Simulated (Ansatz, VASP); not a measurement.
Al5Cu: VASP beside Ansatz

```xyz
6
Lattice="2.7772 0.0000 0.0000 -1.3886 2.4051 0.0000 0.0000 0.0000 13.6054" Properties=species:S:1:pos:R:3 pbc="T T T"
Al    0.0000    0.0000    0.0000
Al    0.0000    1.6034   11.3379
Al    1.3886    0.8017    9.0703
Al    0.0000    1.6034    4.5351
Al    1.3886    0.8017    2.2676
Cu    0.0000    0.0000    6.8027
```

Alike in both runs: task relaxation of cell and atoms; functional PBE; k mesh 6 × 6 × 2; occupations gaussian, width 0.1 eV; no spin polarisation.

|  | VASP | Ansatz |
| --- | --- | --- |
| version | VASP 6.6.1 | Ansatz 0.2.0 |
| potentials or method | VASP PAW PBE potentials, release 64 (Al, Cu), cutoff 600 eV | scalar-relativistic, plane waves, PAW |
| valence electrons in the cell | 26 | 34 |

```csv
,VASP,Ansatz,Ansatz less VASP
"gap on the k mesh at the Fermi level, each at its own relaxed structure (eV)",none,none,-
relaxed volume (Å³/atom),15.64,15.62,-0.023
relaxed cell length with the largest relative difference (Å),13.600,13.581,-0.0188
```

A gap of «none» marks a metal or a gap that the smearing closes. VASP's potentials hold 26 valence electrons a cell and Ansatz's 34, so a difference there can come from the potentials and not from the codes.

The k mesh is coarse, so the values compare programs but aren't converged.
